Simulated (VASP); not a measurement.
Input of a VASP 6.6.1 run:

Contents of INCAR:

```
SYSTEM = Ti
PREC = Accurate
ENCUT = 520
EDIFF = 1E-6
ISMEAR = -1
SIGMA = 0.05
LREAL = .False.
LASPH = .True.
NELM = 60
ALGO = Normal
ISIF = 2
LWAVE = .False.
LCHARG = .False.
GGA = PS
NBANDS = 12
```

KPOINTS

```
Automatic mesh
0
Gamma
  14 14 14
  0 0 0
```

File POSCAR:

```
Ti
1.0
   -1.6731846416      1.6731846416      1.6731846416
    1.6731846416     -1.6731846416      1.6731846416
    1.6731846416      1.6731846416     -1.6731846416
Ti
1
Direct
    0.0000000000      0.0000000000      0.0000000000
```

Potentials or basis: VASP PAW PBE potentials, release 64 (Ti_sv).

Launch:

```bash
$ cat potpaw_PBE.64/Ti_sv/POTCAR > POTCAR
$ mpirun -np 1 vasp_std > vasp.out
```

(1) Estimate the pressure.

(2) Estimate the band gap on the k mesh.

Answers

(1) -11.5 GPa.

(2) zero (band 6 reaches 8.11 eV, above the bottom of band 7 at 6.58 eV).

Caveat: the PAW data sets were made with another functional, which shifts forces and pressure a little.
